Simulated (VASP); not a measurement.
# FeCo (Pm-3m) in VASP: notebook

Runs on FeCo. Level: PBEsol. Tasks: single point, relaxation of cell and atoms.

Program: VASP 6.6.1. These are calculated values, not measurements. Logs are shortened: lines on timing, memory, paths and dates and some standing lists are left out, and cuts for length are marked.

### Step 1. The cell of the first run

It takes space group Pm-3m (No. 221, cubic). Conventional cell: a = 2.800 Å, b = 2.800 Å, c = 2.800 Å, α = 90.00°, β = 90.00°, γ = 90.00°. Fe (site symmetry m-3m) has 8 Co at 2.43 Å and 6 Fe at 2.80 Å within 3.2 Å. Within 3.2 Å of Co (site symmetry m-3m) lie 8 Fe at 2.43 Å and 6 Co at 2.80 Å.

### Step 2. Single point, PBEsol, collinear spin, ferromagnetic start

File INCAR:

```
SYSTEM = FeCo
PREC = Accurate ; ENCUT = 520
EDIFF = 1E-6 ; ISMEAR = 0
SIGMA = 0.1 ; LREAL = .False.
LASPH = .True. ; NELM = 150
ALGO = Normal ; ISIF = 2
LWAVE = .False. ; LCHARG = .False.
ISPIN = 2 ; MAGMOM = 3.05 2.01
LORBIT = 11 ; LMAXMIX = 4
GGA = PS ; NBANDS = 20
```

File KPOINTS:

```
Automatic mesh
0
Gamma
  16 16 16
  0 0 0
```

File POSCAR:

```
FeCo
1.0
    2.8004162579      0.0000000000      0.0000000000
    0.0000000000      2.8004162579      0.0000000000
    0.0000000000      0.0000000000      2.8004162579
Fe Co
1 1
Direct
    0.5000000000      0.5000000000      0.5000000000
    0.0000000000      0.0000000000      0.0000000000
```

Potentials or basis: VASP PAW PBE potentials, release 64 (Fe, Co).

Launch:

```sh
cat potpaw_PBE.64/Fe/POTCAR potpaw_PBE.64/Co/POTCAR > POTCAR
mpirun -np 1 vasp_std > vasp.out
```

OUTCAR:

```text
SYSTEM = FeCo
   PREC = Accurate
   ENCUT = 520
   EDIFF = 1E-6
   ISMEAR = 0
   LREAL = .False.
   LASPH = .True.
   NELM = 150
   ISIF = 2
   ISPIN = 2
   LORBIT = 11
   GGA = PS

 ion  position               nearest neighbor table
   1  0.500  0.500  0.500-   2 2.43   2 2.43   2 2.43   2 2.43   2 2.43   2 2.43   2 2.43   2 2.43

   2  0.000  0.000  0.000-   1 2.43   1 2.43   1 2.43   1 2.43   1 2.43   1 2.43   1 2.43   1 2.43

  LATTYP: Found a simple cubic cell.
 ALAT       =     2.8004162579

  Lattice vectors:

 A1 = (   2.8004162579,   0.0000000000,   0.0000000000)
 A2 = (   0.0000000000,   2.8004162579,   0.0000000000)
 A3 = (   0.0000000000,   0.0000000000,   2.8004162579)

Analysis of symmetry for initial positions (statically):
=====================================================================
 Subroutine PRICEL returns:
 Original cell was already a primitive cell.

 Routine SETGRP: Setting up the symmetry group for a
 simple cubic supercell.

 Subroutine GETGRP returns: Found 48 space group operations
 (whereof 48 operations were pure point group operations)
 out of a pool of 48 trial point group operations.

The static configuration has the point symmetry O_h .

Analysis of symmetry for dynamics (positions and initial velocities):
=====================================================================
 Subroutine PRICEL returns:
 Original cell was already a primitive cell.

 Routine SETGRP: Setting up the symmetry group for a
 simple cubic supercell.

 Subroutine GETGRP returns: Found 48 space group operations
 (whereof 48 operations were pure point group operations)
 out of a pool of 48 trial point group operations.

The dynamic configuration has the point symmetry O_h .

Analysis of structural, dynamic, and magnetic symmetry:
=====================================================================
 Subroutine PRICEL returns:
 Original cell was already a primitive cell.

 Routine SETGRP: Setting up the symmetry group for a
 simple cubic supercell.

 Subroutine GETGRP returns: Found 48 space group operations
 (whereof 48 operations were pure point group operations)
 out of a pool of 48 trial point group operations.

The overall configuration has the point symmetry O_h .

 Subroutine INISYM returns: Found 48 space group operations
 (whereof 48 operations are pure point group operations),
 and found     1 'primitive' translations

----------------------------------------------------------------------------------------

                                     Primitive cell

  volume of cell :      21.9618

  direct lattice vectors                    reciprocal lattice vectors
     2.800416258  0.000000000  0.000000000     0.357089771  0.000000000  0.000000000
     0.000000000  2.800416258  0.000000000     0.000000000  0.357089771  0.000000000
     0.000000000  0.000000000  2.800416258     0.000000000  0.000000000  0.357089771

  length of vectors
     2.800416258  2.800416258  2.800416258     0.357089771  0.357089771  0.357089771

  position of ions in fractional coordinates (direct lattice)
     0.500000000  0.500000000  0.500000000
     0.000000000  0.000000000  0.000000000

  ion indices of the primitive-cell ions
   primitive index   ion index
                 1           1
                 2           2

----------------------------------------------------------------------------------------

 KPOINTS: Automatic mesh

Automatic generation of k-mesh.
 Grid dimensions read from file:
 generate k-points for:   16   16   16

 Generating k-lattice:

  Cartesian coordinates                     Fractional coordinates (reciprocal lattice)
     0.022318111  0.000000000  0.000000000     0.062500000  0.000000000  0.000000000
     0.000000000  0.022318111  0.000000000     0.000000000  0.062500000  0.000000000
     0.000000000  0.000000000  0.022318111     0.000000000  0.000000000  0.062500000

  Length of vectors
     0.022318111  0.022318111  0.022318111

  Shift w.r.t. Gamma in fractional coordinates (k-lattice)
     0.000000000  0.000000000  0.000000000

 Subroutine IBZKPT returns following result:
 ===========================================

 Found    165 irreducible k-points:

 Following reciprocal coordinates:
            Coordinates               Weight
  0.000000  0.000000  0.000000      1.000000
  0.062500  0.000000  0.000000      6.000000
  0.125000  0.000000  0.000000      6.000000
  0.187500  0.000000  0.000000      6.000000
  0.250000  0.000000  0.000000      6.000000
  0.312500  0.000000  0.000000      6.000000
[... 16 lines left out ...]
  0.437500  0.125000  0.000000     24.000000
  0.500000  0.125000  0.000000     12.000000
 [... further k-points ...]
   k-points           NKPTS =    165   k-points in BZ     NKDIM =    165   number of bands    NBANDS=     20
   number of dos      NEDOS =    301   number of ions     NIONS =      2
   total plane-waves  NPLWV =  13824
   dimension x,y,z NGX =    24 NGY =   24 NGZ =   24
   dimension x,y,z NGXF=    48 NGYF=   48 NGZF=   48
   ions per type =               1   1
   NGX,Y,Z   is equivalent  to a cutoff of  14.25, 14.25, 14.25 a.u.
   NGXF,Y,Z  is equivalent  to a cutoff of  28.50, 28.50, 28.50 a.u.
 SYSTEM =  FeCo
   PREC   = accura    normal or accurate (medium, high low for compatibility)
   ISTART =      0    job   : 0-new  1-cont  2-samecut
   ICHARG =      2    charge: 1-file 2-atom 10-const
   ISPIN  =      2    spin polarized calculation?
   LNONCOLLINEAR =      F non collinear calculations
   LSORBIT =      F    spin-orbit coupling
   LASPH  =      T    aspherical Exc in radial PAW
   ENCUT  =  520.0 eV  38.22 Ry    6.18 a.u.   5.21  5.21  5.21*2*pi/ulx,y,z
   NELM   =    150;   NELMIN=  2; NELMDL= -5     # of ELM steps
   EDIFF  = 0.1E-05   stopping-criterion for ELM
   LREAL  =      F    real-space projection
   EDIFFG = 0.1E-04   stopping-criterion for IOM
   NSW    =      0    number of steps for IOM
   IBRION =     -1    ionic relax: 0-MD 1-quasi-New 2-CG
   NFREE  =      0    steps in history (QN), initial steepest desc. (CG)
   ISIF   =      2    stress and relaxation
   ISYM   =      2    0-nonsym 1-usesym 2-fastsym
   POTIM  = 0.5000    time-step for ionic-motion
   TEBEG  =    0.0;   TEEND  =   0.0 temperature during run
   PSTRESS=    0.0 pullay stress
   NELECT =      17.0000    total number of electrons
   NUPDOWN=      -1.0000    fix difference up-down
   EMIN   =  10.00;   EMAX   =-10.00  energy-range for DOS
   EFERMI =   0.00;   METHOD = LEGACY
   ISMEAR =     0;   SIGMA  =   0.10  broadening in eV -4-tet -1-fermi 0-gaus
   EFERMI_NEDOS =   21; number of points for ismear=-14 and -15
   IALGO  =     38    algorithm
   IMIX   =      4    mixing-type and parameters
     AMIX     =   0.40;   BMIX     =  1.00
     AMIX_MAG =   1.60;   BMIX_MAG =  1.00
  volume/ion in A,a.u.               =      10.98        74.10
  Fermi-wavevector in a.u.,A,eV,Ry     =   1.503148  2.840539 30.741756  2.259455
  Thomas-Fermi vector in A             =   2.614296
   LORBIT       =     11    0 simple, 1 ext, 2 COOP (PROOUT), +10 PAW based schemes
   GGA     = PS    functional components
   LHFCALC =     F    Hartree Fock is set to
   AEXX    =    0.0000 exact exchange contribution
   IVDW    =     0    specifies the selected vdW correction
   LEPSILON=     F    determine dielectric tensor
   LRPA    =     F    only Hartree local field effects (RPA)
 spin polarized calculation
 Gauss-broadening in eV      SIGMA  =   0.10
  energy-cutoff  :      520.00
  volume of cell :       21.96
 maximum number of plane-waves:       624
 NGX is ok and might be reduce to    24
   NGX = 11   NGY = 11   NGZ = 11

 number of electron      17.0000004 magnetization       4.4401174

 Free energy of the ion-electron system (eV)
  ---------------------------------------------------
  ext. energy  EPLUGINS =         0.00000000
  ---------------------------------------------------
  free energy    TOTEN  =       -16.71379400 eV

  energy without entropy =      -16.70575110  energy(sigma->0) =      -16.70977255

 E-fermi :   8.4835     XC(G=0): -13.4838

 val. band max:        8.4796948454   @ k =   0.4375   0.3125   0.1250
 cond. band min:       8.4843552838   @ k =   0.2500   0.2500   0.0000
 fundamental gap:      0.0046604385
 Fermi energy:         8.4834867470

 spin component 1

 k-point     1 :       0.0000    0.0000    0.0000
  band No.  band energies     occupation
      1      -0.8890      1.00000
      2       2.8573      1.00000
      3       2.8573      1.00000
      4       5.3236      1.00000
      5       5.3236      1.00000
      6       5.3236      1.00000
[... 12 lines left out ...]
     19      33.3542      0.00000
     20      33.3542      0.00000
[... 507 lines left out ...]
 k-point    24 :       0.5000    0.1250    0.0000
  band No.  band energies     occupation
      1       3.0646      1.00000
      2       3.0824      1.00000
      3       4.6403      1.00000
      4       4.6568      1.00000
      5       5.3071      1.00000
      6       5.3666      1.00000
[... 12 lines left out ...]
     19      30.5148      0.00000
     20      30.8488      0.00000

 [... further k-points ...]

 spin component 2

 k-point     1 :       0.0000    0.0000    0.0000
  band No.  band energies     occupation
      1      -0.6378      1.00000
      2       4.6504      1.00000
      3       4.6504      1.00000
      4       7.2310      1.00000
      5       7.2310      1.00000
      6       7.2310      1.00000
[... 12 lines left out ...]
     19      33.2806      0.00000
     20      33.2806      0.00000
[... 507 lines left out ...]
 k-point    24 :       0.5000    0.1250    0.0000
  band No.  band energies     occupation
      1       3.7250      1.00000
      2       3.8767      1.00000
      3       6.4889      1.00000
      4       6.7188      1.00000
      5       7.0198      1.00000
      6       7.2965      1.00000
[... 12 lines left out ...]
     19      30.9787      0.00000
     20      31.3875      0.00000

 [... further k-points ...]

------------------------ aborting loop because EDIFF is reached ----------------------------------------

  FORCE on cell =-STRESS in cart. coord.  units (eV):
  Direction    XX          YY          ZZ          XY          YZ          ZX
  --------------------------------------------------------------------------------------
  -------------------------------------------------------------------------------------
  Total       -0.0453020     -0.0453020     -0.0453020     -0.0000000      0.0000000     -0.0000000
  in kB       -3.3049160     -3.3049160     -3.3049160     -0.0000000      0.0000000     -0.0000000
  external PRESSURE =      -3.3049160 kB  Pullay stress =       0.0000000 kB

 VOLUME and BASIS-vectors are now :
 -----------------------------------------------------------------------------
  energy-cutoff  :      520.00
  volume of cell :       21.96
      direct lattice vectors                 reciprocal lattice vectors
     2.800416258  0.000000000  0.000000000     0.357089771  0.000000000  0.000000000
     0.000000000  2.800416258  0.000000000     0.000000000  0.357089771  0.000000000
     0.000000000  0.000000000  2.800416258     0.000000000  0.000000000  0.357089771

 POSITION                                       TOTAL-FORCE (eV/Angst)
 -----------------------------------------------------------------------------------
      1.40021      1.40021      1.40021         0.000000      0.000000      0.000000
      0.00000      0.00000      0.00000         0.000000      0.000000      0.000000
 -----------------------------------------------------------------------------------
    total drift:                                0.000000      0.000000     -0.000000

  FREE ENERGIE OF THE ION-ELECTRON SYSTEM (eV)
  ---------------------------------------------------
  free  energy   TOTEN  =       -16.7137940014 eV

  energy  without entropy=      -16.7057511046  energy(sigma->0) =      -16.70977255

 total charge

# of ion       s       p       d       tot
------------------------------------------
    1        0.493   0.570   6.192   7.256
    2        0.503   0.551   7.267   8.322
--------------------------------------------------
tot          0.996   1.121  13.460  15.577

 magnetization (x)

# of ion       s       p       d       tot
------------------------------------------
    1       -0.002  -0.040   2.738   2.696
    2       -0.010  -0.047   1.789   1.732
--------------------------------------------------
tot         -0.012  -0.087   4.527   4.428
```

Run time: 2.7 min. Hardware: 1 thread of Intel Xeon 8259CL, shared host; peak memory 0.24 GiB.

Results:

* Free energy: -16.7138 eV
* Pressure: -0.3 GPa
* Net moment: 4.44 μB per cell
* Site moments: Fe +2.70; Co +1.73 μB
* Valence electrons inside the program's atomic spheres: Fe 7.26; Co 8.32

Levels at points of the mesh, in eV from the Fermi level:
Spin up:
```tsv
k point	band 7	band 8	band 9	band 10	band 11	band 12	band 13	band 14	band 15	band 16
(0.00, 0.00, 0.00)	-1.93	-1.93	-0.79	-0.79	-0.79	9.34	9.34	9.34	15.15	15.15
(0.50, 0.00, 0.00)	-2.67	-2.67	-2.00	-1.99	-0.80	-0.45	16.49	16.49	16.69	16.69
(0.50, 0.50, 0.00)	-1.79	-1.61	-0.52	-0.52	-0.24	-0.24	6.47	6.67	18.05	18.05
(0.50, 0.50, 0.50)	-1.84	-1.84	-1.57	-1.57	7.90	7.90	7.90	7.99	7.99	7.99
```
Spin down:
```csv
k point,band 2,band 3,band 4,band 5,band 6,band 7,band 8,band 9,band 10,band 11
"(0.00, 0.00, 0.00)",-3.83,-3.83,-1.25,-1.25,-1.25,0.73,0.73,1.60,1.60,1.60
"(0.50, 0.00, 0.00)",-4.76,-1.90,-1.33,-1.19,-1.19,-0.39,-0.35,-0.35,0.67,1.18
"(0.50, 0.50, 0.00)",-4.39,-2.46,-2.46,-0.03,-0.03,0.44,0.49,0.77,1.47,1.84
"(0.50, 0.50, 0.50)",-2.77,-2.77,-2.39,-2.39,-2.39,0.53,0.53,1.52,1.52,8.76
```

Caveat: the PAW data sets were made with another functional, which shifts forces and pressure a little.

(Part 1 of 2 ends here.)
